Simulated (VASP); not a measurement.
# HfC (Fm-3m) in VASP: a series of runs, part 2 of 2

VASP 6.6.1. Earlier steps stand in the parts before.

## (4) Electric field gradients, r2SCAN

Input file POSCAR:

```
HfC
1.0
    0.0000000000      2.3171388429      2.3171388429
    2.3171388429      0.0000000000      2.3171388429
    2.3171388429      2.3171388429      0.0000000000
Hf C
1 1
Direct
    0.0000000000      0.0000000000      0.0000000000
    0.5000000000      0.5000000000      0.5000000000
```

Input file INCAR.step1:

```
ALGO = Normal
EDIFF = 1E-4
ENCUT = 520
GGA = PE
ISMEAR = -1
LASPH = T
LCHARG = F
LREAL = F
LWAVE = T
NBANDS = 14
NELM = 100
PREC = Accurate
SIGMA = 0.05
```

Input file INCAR.step2:

```
ALGO = Normal
EDIFF = 1E-8
ENCUT = 520
ISIF = 2
ISMEAR = -1
ISTART = 1
LASPH = T
LCHARG = F
LEFG = T
LMIXTAU = T
LREAL = F
LWAVE = F
METAGGA = R2SCAN
NBANDS = 14
NELM = 100
PREC = Accurate
SIGMA = 0.05
```

Input file KPOINTS:

```
k-points
0
Gamma
  14 14 14
```

Potentials or basis: VASP PAW PBE potentials, release 64 (Hf_pv, C).

Run with:

```sh
> cat potpaw_PBE.64/Hf_pv/POTCAR potpaw_PBE.64/C/POTCAR > POTCAR
> cp INCAR.step1 INCAR
> mpirun -np 1 vasp_std > vasp.out
> cp INCAR.step2 INCAR
> mpirun -np 1 vasp_std > vasp.out
```

OUTCAR:

```text
EDIFF = 1E-8
   ENCUT = 520
   ISIF = 2
   ISMEAR = -1
   ISTART = 1
   LASPH = T
   LREAL = F
   METAGGA = R2SCAN
   NELM = 100
   PREC = Accurate

 ion  position               nearest neighbor table
   1  0.000  0.000  0.000-   2 2.32   2 2.32   2 2.32   2 2.32   2 2.32   2 2.32
   2  0.500  0.500  0.500-   1 2.32   1 2.32   1 2.32   1 2.32   1 2.32   1 2.32

  LATTYP: Found a face centered cubic cell.
 ALAT       =     4.6342776858

  Lattice vectors:

 A1 = (   0.0000000000,   2.3171388429,   2.3171388429)
 A2 = (   2.3171388429,   0.0000000000,   2.3171388429)
 A3 = (   2.3171388429,   2.3171388429,   0.0000000000)

Analysis of symmetry for initial positions (statically):
=====================================================================
 Subroutine PRICEL returns:
 Original cell was already a primitive cell.

 Routine SETGRP: Setting up the symmetry group for a
 face centered cubic supercell.

 Subroutine GETGRP returns: Found 48 space group operations
 (whereof 48 operations were pure point group operations)
 out of a pool of 48 trial point group operations.

The static configuration has the point symmetry O_h .

Analysis of symmetry for dynamics (positions and initial velocities):
=====================================================================
 Subroutine PRICEL returns:
 Original cell was already a primitive cell.

 Routine SETGRP: Setting up the symmetry group for a
 face centered cubic supercell.

 Subroutine GETGRP returns: Found 48 space group operations
 (whereof 48 operations were pure point group operations)
 out of a pool of 48 trial point group operations.

The dynamic configuration has the point symmetry O_h .

 Subroutine INISYM returns: Found 48 space group operations
 (whereof 48 operations are pure point group operations),
 and found     1 'primitive' translations

----------------------------------------------------------------------------------------

                                     Primitive cell

  volume of cell :      24.8821

  direct lattice vectors                    reciprocal lattice vectors
     0.000000000  2.317138843  2.317138843    -0.215783358  0.215783358  0.215783358
     2.317138843  0.000000000  2.317138843     0.215783358 -0.215783358  0.215783358
     2.317138843  2.317138843  0.000000000     0.215783358  0.215783358 -0.215783358

  length of vectors
     3.276929178  3.276929178  3.276929178     0.373747739  0.373747739  0.373747739

  position of ions in fractional coordinates (direct lattice)
     0.000000000  0.000000000  0.000000000
     0.500000000  0.500000000  0.500000000

  ion indices of the primitive-cell ions
   primitive index   ion index
                 1           1
                 2           2

----------------------------------------------------------------------------------------

 KPOINTS: k-points

Automatic generation of k-mesh.
 Grid dimensions read from file:
 generate k-points for:   14   14   14

 Generating k-lattice:

  Cartesian coordinates                     Fractional coordinates (reciprocal lattice)
[... 80 lines left out ...]
     AMIX_MAG =   1.60;   BMIX_MAG =  1.00
  volume/ion in A,a.u.               =      12.44        83.96
  Fermi-wavevector in a.u.,A,eV,Ry     =   1.351519  2.554000 24.852447  1.826603
  Thomas-Fermi vector in A             =   2.478934
   LORBIT       =      0    0 simple, 1 ext, 2 COOP (PROOUT), +10 PAW based schemes
   METAGGA = R2SCAN    functional components
   LHFCALC =     F    Hartree Fock is set to
   AEXX    =    0.0000 exact exchange contribution
   IVDW    =     0    specifies the selected vdW correction
   LEPSILON=     F    determine dielectric tensor
   LRPA    =     F    only Hartree local field effects (RPA)
 non-spin polarized calculation
  energy-cutoff  :      520.00
  volume of cell :       24.88
 maximum number of plane-waves:       692
   NGX = 13   NGY = 13   NGZ = 13

 number of electron      14.0000001 magnetization

 Free energy of the ion-electron system (eV)
  ---------------------------------------------------
  ext. energy  EPLUGINS =         0.00000000
  ---------------------------------------------------
  free energy    TOTEN  =       -57.34259291 eV

  energy without entropy =      -57.34026783  energy(sigma->0) =      -57.34143037

 E-fermi :   5.9610     XC(G=0): -13.1589

 val. band max:        5.8793379150   @ k =  -0.0714   0.0714   0.0000
 cond. band min:       5.9846833247   @ k =   0.4286   0.3571   0.0000
 fundamental gap:      0.1053454097
 Fermi energy:         5.9609997893

 k-point     1 :       0.0000    0.0000    0.0000
  band No.  band energies     occupation
      1     -24.7291      2.00000
      2     -24.7291      2.00000
      3     -24.7291      2.00000
      4      -7.1149      2.00000
      5       6.9827      0.00000
      6       6.9827      0.00000
      7       6.9827      0.00000
      8       7.6107      0.00000
      9       7.6107      0.00000
     10       7.6107      0.00000
     11       9.5470      0.00000
     12       9.5470      0.00000
     13      13.5629      0.00000
     14      17.7653      0.00000
[... 377 lines left out ...]
      1     -25.0854      2.00000
      2     -24.8162      2.00000
      3     -24.8040      2.00000
      4      -5.5304      2.00000
      5       2.3305      2.00000
      6       4.2446      2.00000
      7       4.7838      2.00000
      8       7.3630      0.00000
      9      10.4170      0.00000
     10      10.8212      0.00000
     11      12.3229      0.00000
     12      13.9945      0.00000
     13      17.4082      0.00000
     14      18.7807      0.00000

 [... further k-points ...]

------------------------ aborting loop because EDIFF is reached ----------------------------------------

  FORCE on cell =-STRESS in cart. coord.  units (eV):
  Direction    XX          YY          ZZ          XY          YZ          ZX
  --------------------------------------------------------------------------------------
  -------------------------------------------------------------------------------------
  Total       -0.0064631     -0.0064631     -0.0064631      0.0000000      0.0000000      0.0000000
  in kB       -0.4161642     -0.4161642     -0.4161642      0.0000000      0.0000000      0.0000000
  external PRESSURE =      -0.4161642 kB  Pullay stress =       0.0000000 kB

 VOLUME and BASIS-vectors are now :
 -----------------------------------------------------------------------------
  energy-cutoff  :      520.00
  volume of cell :       24.88
      direct lattice vectors                 reciprocal lattice vectors
     0.000000000  2.317138843  2.317138843    -0.215783358  0.215783358  0.215783358
     2.317138843  0.000000000  2.317138843     0.215783358 -0.215783358  0.215783358
     2.317138843  2.317138843  0.000000000     0.215783358  0.215783358 -0.215783358

 POSITION                                       TOTAL-FORCE (eV/Angst)
 -----------------------------------------------------------------------------------
      0.00000      0.00000      0.00000         0.000000      0.000000      0.000000
      2.31714      2.31714      2.31714         0.000000      0.000000     -0.000000
 -----------------------------------------------------------------------------------
    total drift:                                0.000000     -0.000000     -0.000000

  FREE ENERGIE OF THE ION-ELECTRON SYSTEM (eV)
  ---------------------------------------------------
  free  energy   TOTEN  =       -57.3425929054 eV

  energy  without entropy=      -57.3402678278  energy(sigma->0) =      -57.34143037

 Electric field gradients (V/A^2)
---------------------------------------------------------------------
 ion       V_xx      V_yy      V_zz      V_xy      V_xz      V_yz
---------------------------------------------------------------------
   1      -0.000     0.000    -0.000     0.000     0.000     0.000
   2       0.000     0.000    -0.000     0.000     0.000     0.000
---------------------------------------------------------------------

 Electric field gradients after diagonalization (V/A^2)
 (convention: |V_zz| > |V_xx| > |V_yy|)
----------------------------------------------------------------------
 ion       V_xx      V_yy      V_zz     asymmetry (V_yy - V_xx)/ V_zz
----------------------------------------------------------------------
   1      -0.000    -0.000     0.000       0.000
   2      -0.000    -0.000     0.001       0.000
----------------------------------------------------------------------

           NMR quadrupolar parameters

 Cq : quadrupolar parameter    Cq=e*Q*V_zz/h
 eta: asymmetry parameters     (V_yy - V_xx)/ V_zz
 Q  : nuclear electric quadrupole moment in mb (millibarn)
----------------------------------------------------------------------
 ion       Cq(MHz)       eta       Q (mb)
----------------------------------------------------------------------
   1       0.000       0.000       1.000
   2       0.000       0.000       1.000
----------------------------------------------------------------------
```

OUTCAR.step1:

```text
EDIFF = 1E-4
   ENCUT = 520
   GGA = PE
   ISMEAR = -1
   LASPH = T
   LREAL = F
[... 626 lines left out ...]
 -----------------------------------------------------------------------------------
      0.00000      0.00000      0.00000         0.000000      0.000000     -0.000000
      2.31714      2.31714      2.31714        -0.000000     -0.000000      0.000000
 -----------------------------------------------------------------------------------
    total drift:                                0.000000     -0.000000     -0.000000

  FREE ENERGIE OF THE ION-ELECTRON SYSTEM (eV)
  ---------------------------------------------------
  free  energy   TOTEN  =       -21.0452956957 eV

  energy  without entropy=      -21.0427040412  energy(sigma->0) =      -21.04399987
```

Run time: 2.7 min. Hardware: 1 thread of Intel Xeon 8259CL, shared host; peak memory 0.17 GiB.

Results:

* Free energy: -57.3426 eV
* Pressure: 0.0 GPa
* Band gap on the k mesh: zero (bands 7 and 8 overlap by 1.48 eV)
* Largest electric field gradient by atom: under 0.05 V/Å² on every atom

Caveat: the PAW data sets were made with another functional, which shifts forces and pressure a little; spin-orbit coupling is left out, which moves the levels of the heavy elements.

## (5) Summary

| level | gap on the mesh (eV) | pressure (GPa) |
| --- | --- | --- |
| PBEsol | none | -4.7 |
| PBE | none | 2.0 |
| r2SCAN | none | 0.0 |

Alike in all rows: task electric field gradients; potentials or basis VASP PAW PBE potentials, release 64 (Hf_pv, C); no spin polarisation; cell as given; k mesh 14 × 14 × 14; cutoff (eV) 520; smearing fermi-dirac 0.05 eV.

The pressure there spans -4.7 GPa (PBEsol) to 2.0 GPa (PBE); a positive pressure means that this level wants a larger cell, a negative one a smaller.

Caveats: spin-orbit coupling is left out, which moves the levels of the heavy elements; the PAW data sets were made with another functional, which shifts forces and pressure a little (at least some runs); the cell stands under tension (at least some runs).

Absolute energies hang on the potentials; compare differences alone.

The gap in the log of VASP goes by the Fermi energy; the results here count the filled bands.